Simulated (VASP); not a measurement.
A run of VASP 6.6.1:

Contents of INCAR:

```
SYSTEM = ZnRe
PREC     = Accurate       ! precision mode
ENCUT    = 560            ! plane-wave cutoff, eV
EDIFF    = 1E-6           ! SCF threshold, eV
ISMEAR   = 1              ! smearing method
SIGMA    = 0.05           ! smearing width, eV
LREAL    = .FALSE.        ! projectors in reciprocal space
LASPH    = .TRUE.         ! aspherical terms in the spheres
NELM     = 120            ! most SCF steps
ALGO     = Normal         ! electronic algorithm
ISIF     = 2              ! what is computed and relaxed
LWAVE    = .FALSE.        ! write WAVECAR
LCHARG   = .TRUE.         ! write CHGCAR
GGA      = PE             ! functional
LELF     = .TRUE.         ! ELF
LVHAR    = .TRUE.       
NBANDS   = 20             ! bands
GGA_COMPAT= .FALSE.
```

The input KPOINTS:

```
Automatic mesh
0
G
  15 15 8
  0 0 0
```

File POSCAR:

```
ZnRe
1.0
    2.7482183437      0.0000000000      0.0000000000
   -1.3741091718      2.3800269008      0.0000000000
    0.0000000000      0.0000000000      4.4940660000
Re Zn
1 1
Direct
    0.3333333333      0.6666666667      0.5000000000
    0.0000000000      0.0000000000      0.0000000000
```

Potentials or basis: VASP PAW PBE potentials, release 64 (Re_sv_GW, Zn).

The run is started by

```sh
$ cat potpaw_PBE.64/Re_sv_GW/POTCAR potpaw_PBE.64/Zn/POTCAR > POTCAR
$ mpirun -np 1 vasp_std > vasp.out
```

Hardware: 1 thread of Intel(R) Xeon(R) 6975P-C (Granite Rapids), on a shared host.

Question: Estimate the wall time of this run.

Answer: It took 62 s on 1 thread of Intel(R) Xeon(R) 6975P-C (Granite Rapids), on a shared host, peak memory 0.24 GiB. Counts: scf iterations 13, k points 135.
